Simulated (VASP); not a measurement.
# NaSr7Ti8O23 (a cell with a defect) in VASP: settings compared, part 2 of 2

VASP 6.6.1.

## 4. Relaxation of the atoms, PBEsol

INCAR reads:

```
PREC     = Accurate       # precision mode
ENCUT    = 520            # plane-wave cutoff, eV
EDIFF    = 1E-7           # SCF threshold, eV
ISMEAR   = -1             # smearing method
SIGMA    = 0.05           # smearing width, eV
LREAL    = Auto         
LASPH    = T              # aspherical terms in the spheres
NELM     = 120            # most SCF steps
ALGO     = Normal         # electronic algorithm
ISIF     = 2              # what is computed and relaxed
LWAVE    = F              # write WAVECAR
LCHARG   = F              # write CHGCAR
GGA      = PS             # functional
IBRION   = 2              # ionic algorithm
NSW      = 100            # ionic steps
EDIFFG   = -0.03          # ionic threshold
NELECT   = 310.0        
ISYM     = -1           
GGA_COMPAT= F            
NELMIN   = 4
```

KPOINTS reads:

```
explicit points
1
Reciprocal
  0.25000000   0.25000000   0.25000000 1
```

POSCAR reads:

```
NaSr7Ti8O23
1.0
    7.7828210000      0.0000000000      0.0000000000
    0.0000000000      7.7828210000      0.0000000000
    0.0000000000      0.0000000000      7.7828210000
Sr Na Ti O
7 1 8 23
Direct
    0.9974310000      0.9966450000      0.0046430000
    0.9981000000      0.0027240000      0.4996240000
    0.9953330000      0.5030350000      0.9996350000
    0.0029570000      0.4947140000      0.5029220000
    0.4953790000      0.0006930000      0.0006070000
    0.5001700000      0.0025520000      0.5014000000
    0.5012740000      0.5014250000      0.0046450000
    0.5014940000      0.4969340000      0.4997460000
    0.2497900000      0.2487970000      0.2441190000
    0.2544150000      0.2494930000      0.7516270000
    0.2526950000      0.7505850000      0.2484710000
    0.2509550000      0.7504670000      0.7486990000
    0.7494320000      0.2480010000      0.2457080000
    0.7510060000      0.2509930000      0.7511960000
    0.7502740000      0.7514400000      0.2500790000
    0.7512990000      0.7533930000      0.7474780000
    0.2491960000      0.2471320000      0.4994780000
    0.2502150000      0.7512390000      0.0021910000
    0.2493470000      0.7475330000      0.5009480000
    0.7516080000      0.2504420000      0.9946620000
    0.7465410000      0.2500190000      0.5033880000
    0.7509730000      0.7518360000      0.9992210000
    0.7542560000      0.7500790000      0.4968800000
    0.0019100000      0.2493970000      0.2567160000
    0.9956870000      0.2507710000      0.7512990000
    0.0031550000      0.7457880000      0.2481600000
    0.0019850000      0.7475870000      0.7498460000
    0.4993820000      0.2512700000      0.2504940000
    0.4987860000      0.2453340000      0.7472390000
    0.4973140000      0.7529660000      0.2512750000
    0.5001610000      0.7548930000      0.7528240000
    0.2522810000      0.0055510000      0.2504030000
    0.2502060000      0.9967730000      0.7505940000
    0.2527680000      0.4985100000      0.2509580000
    0.2436210000      0.4983200000      0.7488950000
    0.7477670000      0.0003020000      0.2454500000
    0.7496660000      0.9949970000      0.7492540000
    0.7530370000      0.5028380000      0.2499270000
    0.7520060000      0.4978520000      0.7499800000
```

On the command line:

```
$ cat potpaw_PBE.64/Sr_sv/POTCAR potpaw_PBE.64/Na_pv/POTCAR potpaw_PBE.64/Ti_sv/POTCAR potpaw_PBE.64/O/POTCAR > POTCAR
$ mpirun -np 1 vasp_std > vasp.out
```

Wall time 69 min (1 thread of AMD EPYC 9R45 (Zen 5), shared host); peak memory 0.57 GiB.

The run converged. Its results:

```
Free energy                  : -329.0824 eV
Energy gained by relaxing    : 74.0 meV/atom
Ionic steps                  : 45
Largest force after relaxing : 0.024 eV/Å
```

Forces in eV/Å, atoms in the order of the input:
```
Sr  -0.003  0.001  0.010
Sr   0.003  0.004 -0.003
Sr  -0.004 -0.004  0.008
Sr  -0.005 -0.007  0.000
Sr  -0.002 -0.004  0.007
Sr  -0.007 -0.004  0.001
Sr   0.001  0.002 -0.001
Na  -0.010 -0.012 -0.012
Ti  -0.019 -0.016 -0.002
Ti   0.006 -0.002 -0.009
Ti   0.012  0.005 -0.005
Ti   0.007  0.007  0.003
Ti   0.011  0.002 -0.005
Ti   0.000  0.003  0.001
Ti  -0.010  0.000 -0.007
Ti  -0.006 -0.002 -0.001
O    0.016  0.014  0.012
O    0.000  0.006 -0.009
O   -0.005  0.000  0.005
O    0.005  0.004 -0.003
O   -0.001 -0.006  0.005
O    0.002 -0.002 -0.005
O    0.006  0.008 -0.006
O   -0.001  0.010  0.004
O    0.004  0.001 -0.007
O    0.000  0.005  0.003
O   -0.005  0.002 -0.001
O    0.007  0.008 -0.002
O   -0.012 -0.001  0.009
O    0.007  0.003  0.000
O   -0.016 -0.001  0.002
O    0.009 -0.006  0.007
O   -0.003  0.006 -0.008
O    0.006  0.012 -0.004
O   -0.001 -0.021  0.008
O    0.003  0.007  0.006
O    0.001 -0.004 -0.003
O    0.003 -0.001 -0.002
O    0.000 -0.016  0.004
```

The path:
```
step  energy change (eV)  largest force (eV/Å)  pressure (GPa)
   1              0.0000                5.5650           -3.86
   3             -2.2754                0.8783           -2.62
   5             -2.5335                1.8709           -2.66
   7             -2.7195                0.7577           -2.97
   9             -2.7931                0.4034           -3.17
  11             -2.8346                0.6149           -3.21
  13             -2.8551                0.2379           -3.29
  15             -2.8607                0.2202           -3.35
  17             -2.8655                0.1041           -3.35
  19             -2.8697                0.1178           -3.27
  21             -2.8743                0.1434           -3.21
  23             -2.8763                0.1070           -3.21
  25             -2.8776                0.0630           -3.20
  27             -2.8787                0.0488           -3.17
  29             -2.8798                0.1135           -3.12
  31             -2.8810                0.0587           -3.09
  33             -2.8821                0.1156           -3.06
  35             -2.8830                0.0727           -3.02
  37             -2.8832                0.0706           -3.00
  39             -2.8841                0.0653           -2.99
  41             -2.8845                0.0434           -2.98
  43             -2.8847                0.0370           -2.98
  45             -2.8851                0.0245           -2.97
```

Final structure:
```
CELL_PARAMETERS angstrom
7.78282 0.00000 0.00000
0.00000 7.78282 0.00000
0.00000 0.00000 7.78282
ATOMIC_POSITIONS crystal
Sr 0.99030 0.99007 0.99642
Sr 0.99008 0.98998 0.49773
Sr 0.98874 0.50627 0.99870
Sr 0.98537 0.50380 0.49785
Sr 0.50637 0.98853 0.99873
Sr 0.50416 0.98514 0.49788
Sr 0.50722 0.50712 0.00058
Na 0.51464 0.51460 0.49701
Ti 0.25065 0.25032 0.26729
Ti 0.24936 0.24901 0.73319
Ti 0.24711 0.74596 0.24261
Ti 0.24821 0.74145 0.74789
Ti 0.74594 0.24691 0.24256
Ti 0.74163 0.24804 0.74788
Ti 0.74458 0.74434 0.25033
Ti 0.74477 0.74455 0.74610
O 0.25236 0.25046 0.50048
O 0.25187 0.75487 0.00163
O 0.24976 0.75325 0.50225
O 0.75607 0.25095 0.00152
O 0.75252 0.25009 0.50218
O 0.75149 0.75173 0.00211
O 0.75416 0.75324 0.50159
O 0.00741 0.24963 0.23652
O 0.01050 0.25370 0.76848
O 0.00166 0.75000 0.25381
O 0.00292 0.75180 0.75083
O 0.49283 0.24767 0.22195
O 0.49610 0.25115 0.77744
O 0.50019 0.75244 0.25162
O 0.50165 0.75500 0.75240
O 0.25022 0.00718 0.23540
O 0.25361 0.01034 0.76975
O 0.24765 0.49247 0.22300
O 0.25157 0.49592 0.77662
O 0.74988 0.00134 0.25429
O 0.75230 0.00265 0.75018
O 0.75310 0.49997 0.25095
O 0.75492 0.50141 0.75294
```

Levels at points of the mesh, in eV from the Fermi level:
| k point | band 153 | band 154 | band 155 | band 156 | band 157 | band 158 |
| --- | --- | --- | --- | --- | --- | --- |
| (0.25, 0.25, 0.25) | -1.45 | -1.36 | -1.30 | 1.31 | 1.37 | 1.39 |

Caveat: the cell carries a net charge on a neutralising background, which shifts energy and pressure; the cell is charged against a uniform background, so pressure and absolute levels hang on convention; the PAW data sets were made with another functional, which shifts forces and pressure a little.
